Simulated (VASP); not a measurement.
# Al (Fm-3m) in VASP: elastic constants with LDA

Aim: the elastic constants of Al with LDA.

All numbers are computed with VASP 6.6.1; they aren't measurements. Logs are shortened: lines on timing, memory, paths and dates and some standing lists are left out, and cuts for length are marked.

## Step 1: The cell of the first run

The structure is cubic, space group Fm-3m (No. 225). The conventional cell has a = 3.984 Å, b = 3.984 Å, c = 3.984 Å, α = 90.00°, β = 90.00°, γ = 90.00°. Within 3.7 Å of Al (site symmetry m-3m) lie 12 Al at 2.82 Å.

## Step 2: Elastic constants, LDA

Input file INCAR:

```
SYSTEM = Al
PREC = Accurate ; ENCUT = 600
EDIFF = 1E-8 ; ISMEAR = 0
SIGMA = 0.2 ; LREAL = .FALSE.
LASPH = .TRUE. ; NELM = 60
ALGO = Fast ; ISIF = 3
LWAVE = .FALSE. ; LCHARG = .FALSE.
GGA = CA ; IBRION = 6
NFREE = 2 ; POTIM = 0.015
NSW = 1
```

Input file KPOINTS:

```
regular mesh
0
G
  20 20 20
  0 0 0
```

Input file POSCAR:

```
Al
1.0
    0.0000000000      1.9917598794      1.9917598794
    1.9917598794      0.0000000000      1.9917598794
    1.9917598794      1.9917598794      0.0000000000
Al
1
Direct
    0.0000000000      0.0000000000      0.0000000000
```

Potentials or basis: VASP PAW LDA potentials, release 64 (Al).

On the command line:

```bash
> cat potpaw_LDA.64/Al/POTCAR > POTCAR
> mpirun -np 1 vasp_std > vasp.out
```

OUTCAR:

```text
SYSTEM = Al
   PREC = Accurate
   ENCUT = 600
   EDIFF = 1E-8
   ISMEAR = 0
   LREAL = .FALSE.
   LASPH = .TRUE.
   NELM = 60
   ISIF = 3
   GGA = CA
   IBRION = 6
   NFREE = 2
   POTIM = 0.015
   NSW = 1

 ion  position               nearest neighbor table
   1  0.000  0.000  0.000-

  LATTYP: Found a face centered cubic cell.
 ALAT       =     3.9835197588

  Lattice vectors:

 A1 = (   0.0000000000,   1.9917598794,   1.9917598794)
 A2 = (   1.9917598794,   0.0000000000,   1.9917598794)
 A3 = (   1.9917598794,   1.9917598794,   0.0000000000)

Analysis of symmetry for initial positions (statically):
=====================================================================
 Subroutine PRICEL returns:
 Original cell was already a primitive cell.

 Routine SETGRP: Setting up the symmetry group for a
 face centered cubic supercell.

 Subroutine GETGRP returns: Found 48 space group operations
 (whereof 48 operations were pure point group operations)
 out of a pool of 48 trial point group operations.

The static configuration has the point symmetry O_h .

Analysis of symmetry for dynamics (positions and initial velocities):
=====================================================================
 Subroutine PRICEL returns:
 Original cell was already a primitive cell.

 Routine SETGRP: Setting up the symmetry group for a
 face centered cubic supercell.

 Subroutine GETGRP returns: Found 48 space group operations
 (whereof 48 operations were pure point group operations)
 out of a pool of 48 trial point group operations.

The dynamic configuration has the point symmetry O_h .

 Subroutine INISYM returns: Found 48 space group operations
 (whereof 48 operations are pure point group operations),
 and found     1 'primitive' translations

----------------------------------------------------------------------------------------

                                     Primitive cell

  volume of cell :      15.8031

  direct lattice vectors                    reciprocal lattice vectors
     0.000000000  1.991759879  1.991759879    -0.251034276  0.251034276  0.251034276
     1.991759879  0.000000000  1.991759879     0.251034276 -0.251034276  0.251034276
     1.991759879  1.991759879  0.000000000     0.251034276  0.251034276 -0.251034276

  length of vectors
     2.816773834  2.816773834  2.816773834     0.434804121  0.434804121  0.434804121

  position of ions in fractional coordinates (direct lattice)
     0.000000000  0.000000000  0.000000000

  ion indices of the primitive-cell ions
   primitive index   ion index
                 1           1

----------------------------------------------------------------------------------------

 KPOINTS: regular mesh

Automatic generation of k-mesh.
 Grid dimensions read from file:
 generate k-points for:   20   20   20

 Generating k-lattice:

  Cartesian coordinates                     Fractional coordinates (reciprocal lattice)
    -0.012551714  0.012551714  0.012551714     0.050000000  0.000000000  0.000000000
     0.012551714 -0.012551714  0.012551714     0.000000000  0.050000000  0.000000000
     0.012551714  0.012551714 -0.012551714     0.000000000  0.000000000  0.050000000

  Length of vectors
     0.021740206  0.021740206  0.021740206

  Shift w.r.t. Gamma in fractional coordinates (k-lattice)
     0.000000000  0.000000000  0.000000000

 Subroutine IBZKPT returns following result:
 ===========================================

 Found    256 irreducible k-points:

 Following reciprocal coordinates:
            Coordinates               Weight
  0.000000  0.000000  0.000000      1.000000
  0.050000  0.000000  0.000000      8.000000
  0.100000  0.000000  0.000000      8.000000
  0.150000  0.000000  0.000000      8.000000
  0.200000  0.000000  0.000000      8.000000
  0.250000  0.000000  0.000000      8.000000
[... 16 lines left out ...]
 -0.400000  0.050000  0.000000     24.000000
 -0.350000  0.050000  0.000000     24.000000
 [... further k-points ...]
   k-points           NKPTS =    256   k-points in BZ     NKDIM =    256   number of bands    NBANDS=      5
[... 19 lines left out ...]
   EDIFFG = 0.1E-06   stopping-criterion for IOM
   NSW    =     49    number of steps for IOM
   IBRION =      6    ionic relax: 0-MD 1-quasi-New 2-CG
   NFREE  =      2    steps in history (QN), initial steepest desc. (CG)
   ISIF   =      3    stress and relaxation
   ISYM   =      2    0-nonsym 1-usesym 2-fastsym
   POTIM  = 0.0150    time-step for ionic-motion
   TEBEG  =    0.0;   TEEND  =   0.0 temperature during run
   PSTRESS=    0.0 pullay stress
   NELECT =       3.0000    total number of electrons
   NUPDOWN=      -1.0000    fix difference up-down
   EMIN   =  10.00;   EMAX   =-10.00  energy-range for DOS
   EFERMI =   0.00;   METHOD = LEGACY
   ISMEAR =     0;   SIGMA  =   0.20  broadening in eV -4-tet -1-fermi 0-gaus
   EFERMI_NEDOS =   21; number of points for ismear=-14 and -15
   IALGO  =     68    algorithm
   IMIX   =      4    mixing-type and parameters
     AMIX     =   0.40;   BMIX     =  1.00
     AMIX_MAG =   1.60;   BMIX_MAG =  1.00
  volume/ion in A,a.u.               =      15.80       106.64
  Fermi-wavevector in a.u.,A,eV,Ry     =   0.940882  1.778008 12.044667  0.885258
  Thomas-Fermi vector in A             =   2.068337
   LORBIT       =      0    0 simple, 1 ext, 2 COOP (PROOUT), +10 PAW based schemes
   GGA     = CA    functional components
   LHFCALC =     F    Hartree Fock is set to
   AEXX    =    0.0000 exact exchange contribution
   IVDW    =     0    specifies the selected vdW correction
   LEPSILON=     F    determine dielectric tensor
   LRPA    =     F    only Hartree local field effects (RPA)
 finite differences with symmetry
 non-spin polarized calculation
 RMM-DIIS sequential band-by-band and
 Gauss-broadening in eV      SIGMA  =   0.20
  energy-cutoff  :      600.00
  volume of cell :       15.80
 maximum number of plane-waves:       544
   NGX = 11   NGY = 11   NGZ = 11

--------------------------------------- Ionic step        1  -------------------------------------------

 number of electron       3.0000000 magnetization

 Free energy of the ion-electron system (eV)
  ---------------------------------------------------
  ext. energy  EPLUGINS =         0.00000000
  ---------------------------------------------------
  free energy    TOTEN  =        -4.19530710 eV

  energy without entropy =       -4.18696844  energy(sigma->0) =       -4.19113777

------------------------ aborting loop because EDIFF is reached ----------------------------------------

  FORCE on cell =-STRESS in cart. coord.  units (eV):
  Direction    XX          YY          ZZ          XY          YZ          ZX
  --------------------------------------------------------------------------------------
  -------------------------------------------------------------------------------------
  Total        0.0060045      0.0060045      0.0060045      0.0000000     -0.0000000      0.0000000
  in kB        0.6087631      0.6087631      0.6087631      0.0000000     -0.0000000      0.0000000
  external PRESSURE =       0.6087631 kB  Pullay stress =       0.0000000 kB
[... 86 lines left out ...]
  FREE ENERGIE OF THE ION-ELECTRON SYSTEM (eV)
  ---------------------------------------------------
  free  energy   TOTEN  =        -4.1940690716 eV

  energy  without entropy=       -4.1861628287  energy(sigma->0) =       -4.19011595

[... ionic steps 4 to 12 ...]

--------------------------------------- Ionic step       13  -------------------------------------------

 number of electron       3.0000000 magnetization

------------------------ aborting loop because EDIFF is reached ----------------------------------------
[... 65 lines left out ...]
--------------------------------------- Ionic step       15  -------------------------------------------

 number of electron       3.0000000 magnetization

 Free energy of the ion-electron system (eV)
  ---------------------------------------------------
  ext. energy  EPLUGINS =         0.00000000
  ---------------------------------------------------
  free energy    TOTEN  =        -4.19530714 eV

  energy without entropy =       -4.18696848  energy(sigma->0) =       -4.19113781

 E-fermi :   8.2830     XC(G=0): -10.5046

 val. band max:        8.2729483263   @ k =  -0.4000   0.3500   0.0000
 cond. band min:       8.2973126079   @ k =  -0.3000   0.5000   0.2000
 fundamental gap:      0.0243642816
 Fermi energy:         8.2830031740

 k-point     1 :       0.0000    0.0000    0.0000
  band No.  band energies     occupation
      1      -3.1546      2.00000
      2      21.0526      0.00000
      3      21.0528      0.00000
      4      21.0529      0.00000
      5      22.7083      0.00000
[... 177 lines left out ...]
 k-point    24 :      -0.3500    0.0500    0.0000
  band No.  band energies     occupation
      1       0.6075      2.00000
      2       7.6877      1.99997
      3      17.7649      0.00000
      4      20.3525      0.00000
      5      20.4039      0.00000

 [... further k-points ...]

------------------------ aborting loop because EDIFF is reached ----------------------------------------

  FORCE on cell =-STRESS in cart. coord.  units (eV):
  Direction    XX          YY          ZZ          XY          YZ          ZX
  --------------------------------------------------------------------------------------
  -------------------------------------------------------------------------------------
  Total        0.0059704      0.0059704      0.0059704      0.0000000      0.0000000      0.0000000
  in kB        0.6052988      0.6052988      0.6052988      0.0000000      0.0000000      0.0000000
  external PRESSURE =       0.6052988 kB  Pullay stress =       0.0000000 kB
[... 16 lines left out ...]
  FREE ENERGIE OF THE ION-ELECTRON SYSTEM (eV)
  ---------------------------------------------------
  free  energy   TOTEN  =        -4.1953071376 eV

  energy  without entropy=       -4.1869684828  energy(sigma->0) =       -4.19113781

 INTERNAL STRAIN TENSORS FROM STRAINED CELLS
 ============================================

 INTERNAL STRAIN TENSOR FOR ION    1 for displacements in x,y,z  (eV/Angst):
          X           Y           Z          XY          YZ          ZX
  --------------------------------------------------------------------------------
  x     0.00000    -0.00000    -0.00000    -0.00000     0.00000     0.00000
  y    -0.00000     0.00000     0.00000     0.00000     0.00000    -0.00000
  z    -0.00000     0.00000     0.00000     0.00000     0.00000     0.00000

 INTERNAL STRAIN TENSORS FROM DISPLACED ATOMS
 ============================================

 INTERNAL STRAIN TENSOR FOR ION    1 for displacements in x,y,z  (eV/Angst):
          X           Y           Z          XY          YZ          ZX
  --------------------------------------------------------------------------------
  x     0.00000     0.00000     0.00000     0.00000     0.00000     0.00000
  y     0.00000     0.00000     0.00000     0.00000     0.00000     0.00000
  z     0.00000     0.00000     0.00000     0.00000     0.00000     0.00000

 Eigenvectors and eigenvalues of the dynamical matrix
 ----------------------------------------------------

   1 f  =    0.000000 THz     0.000000 2PiTHz    0.000000 cm-1     0.000000 meV
             X         Y         Z           dx          dy          dz
      0.000000  0.000000  0.000000     1.000000    0.000000    0.000000

   2 f  =    0.000000 THz     0.000000 2PiTHz    0.000000 cm-1     0.000000 meV
             X         Y         Z           dx          dy          dz
      0.000000  0.000000  0.000000     0.000000    1.000000    0.000000

   3 f  =    0.000000 THz     0.000000 2PiTHz    0.000000 cm-1     0.000000 meV
             X         Y         Z           dx          dy          dz
      0.000000  0.000000  0.000000     0.000000    0.000000    1.000000

--------------------------------------------------------------------------------------------------------

 ELASTIC MODULI CONTR FROM IONIC RELAXATION (kBar)
 Direction    XX          YY          ZZ          XY          YZ          ZX
 --------------------------------------------------------------------------------
 XX           0.0000      0.0000      0.0000      0.0000      0.0000      0.0000
 YY           0.0000      0.0000      0.0000      0.0000      0.0000      0.0000
 ZZ           0.0000      0.0000      0.0000      0.0000      0.0000      0.0000
 XY           0.0000      0.0000      0.0000      0.0000      0.0000      0.0000
 YZ           0.0000      0.0000      0.0000      0.0000      0.0000      0.0000
 ZX           0.0000      0.0000      0.0000      0.0000      0.0000      0.0000
 --------------------------------------------------------------------------------

 TOTAL ELASTIC MODULI (kBar)
 Direction    XX          YY          ZZ          XY          YZ          ZX
 --------------------------------------------------------------------------------
 XX        1057.9858    735.2760    735.2760      0.0000      0.0000      0.0000
 YY         735.2760   1057.9858    735.2760      0.0000      0.0000     -0.0000
 ZZ         735.2760    735.2760   1057.9858      0.0000     -0.0000     -0.0000
 XY           0.0000      0.0000      0.0000    367.3645      0.0000     -0.0000
 YZ           0.0000      0.0000     -0.0000      0.0000    367.3645      0.0000
 ZX           0.0000     -0.0000     -0.0000     -0.0000      0.0000    367.3645
 --------------------------------------------------------------------------------
```

Run time: 4.4 min. Hardware: 1 thread of Intel Xeon 6975P-C (Granite Rapids), shared host; peak memory 0.49 GiB.

What came out:

| Property | Result |
| --- | --- |
| Elastic constants C11, C12, C44 | 106, 74, 37 GPa |
| Voigt bulk modulus | 84 GPa |

Elastic tensor in Voigt notation (GPa, in the Cartesian axes of the cell as first typed):
```
106  74  74   0   0   0
 74 106  74   0   0   0
 74  74 106   0   0   0
  0   0   0  37   0   0
  0   0   0   0  37   0
  0   0   0   0   0  37
```

Clamped-ion elastic tensor (GPa):
```
106  74  74   0   0   0
 74 106  74   0   0   0
 74  74 106   0   0   0
  0   0   0  37   0   0
  0   0   0   0  37   0
  0   0   0   0   0  37
```
